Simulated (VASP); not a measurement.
Write the native input for VASP 6.6.1 that does the following.

```
Task                   : single point
Functional             : r2SCAN
Potentials or basis    : VASP PAW PBE potentials, release 64 (Na_pv, H)
Cutoff                 : 520 eV
k mesh                 : 8 × 8 × 8
Occupations            : gaussian, width 0.01 eV
Spin                   : no spin polarisation
Dipole correction      : no
Further INCAR settings : ALGO = Normal; EDIFF = 1e-06; NBANDS = 11
```

NaH:

```
CELL_PARAMETERS angstrom
0.12597 2.59305 2.59305
2.59305 0.12597 2.59305
2.59305 2.59305 0.12597
ATOMIC_POSITIONS crystal
Na 0.00517 0.00517 0.00517
H 0.24483 0.24483 0.24483
```

This cell differs from its parent crystal: epitaxial 111 strain -5.0%.

The input as run:

POSCAR

```
NaH
1.0
    0.1259739065      2.5930489098      2.5930489098
    2.5930489098      0.1259739065      2.5930489098
    2.5930489098      2.5930489098      0.1259739065
Na H
1 1
Direct
    0.0051743684      0.0051743684      0.0051743684
    0.2448256316      0.2448256316      0.2448256316
```

INCAR.step1

```
PREC = Accurate ; ENCUT = 520
ISMEAR = 0 ; SIGMA = 0.01
LREAL = F ; LASPH = T
NELM = 80 ; NBANDS = 11
GGA = PE ; ALGO = Normal
EDIFF = 1E-4 ; LWAVE = T
LCHARG = F
```

INCAR.step2

```
PREC = Accurate ; ENCUT = 520
EDIFF = 1E-6 ; ISMEAR = 0
SIGMA = 0.01 ; LREAL = F
LASPH = T ; NELM = 80
ALGO = Normal ; ISIF = 2
LWAVE = F ; LCHARG = F
METAGGA = R2SCAN ; LMIXTAU = T
NBANDS = 11 ; ISTART = 1
```

KPOINTS

```
Automatic mesh
0
Gamma
  8 8 8
```

Potentials or basis: VASP PAW PBE potentials, release 64 (Na_pv, H).

Command:

```console
$ cat potpaw_PBE.64/Na_pv/POTCAR potpaw_PBE.64/H/POTCAR > POTCAR
$ cp INCAR.step1 INCAR
$ mpirun -np 1 vasp_std > vasp.out
$ cp INCAR.step2 INCAR
$ mpirun -np 1 vasp_std > vasp.out
```

It gave:

```
Pressure               : 1.5 GPa
Largest force          : 0.014 eV/Å
Band gap on the k mesh : 3.76 eV (least direct gap 4.77 eV)
```

Caveat: the cell differs from its parent crystal (epitaxial 111 strain -5.0%); the structure was generated, so it needn't be the stable form of NaH; the PAW data sets were made with another functional, which shifts forces and pressure a little.

Wall time 68 s on 1 thread of Intel(R) Xeon(R) Platinum 8488C (Sapphire Rapids) (shared host), peak memory 0.16 GiB.
